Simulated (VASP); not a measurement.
Set up this calculation in VASP 6.6.1, as the native input.

```yaml
Task: relaxation of cell and atoms
Functional: r2SCAN
Potentials_or_basis: VASP PAW PBE potentials, release 64 (Ta_pv, N)
Cutoff: 600 eV
k_mesh: 10 × 10 × 6
Occupations: fermi-dirac, width 0.05 eV
Spin: no spin polarisation
Target_pressure: 2 GPa
Dipole_correction: no
Further_INCAR_settings: ALGO = Normal; EDIFF = 1e-06; IBRION = 2; EDIFFG = -0.01; NSW = 60; ISIF = 3
```

The system is Ta2N.

```xyz
3
Lattice="3.1129 0.0000 0.0000 -1.5564 2.6958 0.0000 0.0000 0.0000 4.8698" Properties=species:S:1:pos:R:3 pbc="T T T"
Ta    0.0000    1.7972    1.2404
Ta    1.5564    0.8986    3.6294
N     0.0000    0.0000    0.0000
```

These files were run (other wordings do the same):

POSCAR

```
Ta2N
1.0
    3.1128615060      0.0000000000      0.0000000000
   -1.5564307530      2.6958171426      0.0000000000
    0.0000000000      0.0000000000      4.8698410000
Ta N
2 1
Direct
    0.3333333333      0.6666666667      0.2547110000
    0.6666666667      0.3333333333      0.7452890000
    0.0000000000      0.0000000000      0.0000000000
```

INCAR.step1

```
SYSTEM = Ta2N
ALGO     = Normal         ! electronic algorithm
EDIFF    = 1E-4           ! SCF threshold, eV
ENCUT    = 600            ! plane-wave cutoff, eV
GGA      = PE             ! functional
ISMEAR   = -1             ! smearing method
LASPH    = .TRUE.         ! aspherical terms in the spheres
LCHARG   = .FALSE.        ! write CHGCAR
LREAL    = .FALSE.        ! projectors in reciprocal space
LWAVE    = .TRUE.         ! write WAVECAR
NELM     = 60             ! most SCF steps
PREC     = Accurate       ! precision mode
SIGMA    = 0.05           ! smearing width, eV
```

INCAR.step2

```
SYSTEM = Ta2N
ALGO     = Normal         ! electronic algorithm
EDIFF    = 1E-6           ! SCF threshold, eV
EDIFFG   = -0.01          ! ionic threshold
ENCUT    = 600            ! plane-wave cutoff, eV
IBRION   = 2              ! ionic algorithm
ISIF     = 3              ! what is computed and relaxed
ISMEAR   = -1             ! smearing method
ISTART   = 1            
LASPH    = .TRUE.         ! aspherical terms in the spheres
LCHARG   = .FALSE.        ! write CHGCAR
LMIXTAU  = .TRUE.       
LREAL    = .FALSE.        ! projectors in reciprocal space
LWAVE    = .FALSE.        ! write WAVECAR
METAGGA  = R2SCAN         ! meta-GGA
NELM     = 60             ! most SCF steps
NSW      = 60             ! ionic steps
PREC     = Accurate       ! precision mode
PSTRESS  = 20.0         
SIGMA    = 0.05           ! smearing width, eV
```

KPOINTS

```
k-points
0
G
  10 10 6
  0 0 0
```

Potentials or basis: VASP PAW PBE potentials, release 64 (Ta_pv, N).

The run is started by

```console
$ cat potpaw_PBE.64/Ta_pv/POTCAR potpaw_PBE.64/N/POTCAR > POTCAR
$ cp INCAR.step1 INCAR
$ mpirun -np 1 vasp_std > vasp.out
$ cp INCAR.step2 INCAR
$ mpirun -np 1 vasp_std > vasp.out
```

It gave:

The relaxed volume is 13.30 Å³/atom. The relaxed cell is a = 3.067 Å, b = 3.067 Å, c = 4.899 Å, α = 90.00°, β = 90.00°, γ = 120.00°. The space group after relaxing (to 0.1 Å) is P-3m1 (No. 164). The energy change on relaxing (the run minimises the enthalpy) is -5.0 meV/atom. The ionic steps are 11, the pressure after relaxing is 2.0 GPa and the largest force after relaxing is 0.008 eV/Å. The band gap on the k mesh is zero (an odd number of electrons rules out a gap without spin polarisation).

Caveat: the cell is relaxed towards a set pressure, so the run minimises the enthalpy, not the energy; the PAW data sets were made with another functional, which shifts forces and pressure a little; spin-orbit coupling is left out, which moves the levels of the heavy elements.

It took 12 min on 1 thread of Intel(R) Xeon(R) 6975P-C (Granite Rapids), with other jobs on the host, peak memory 0.22 GiB.
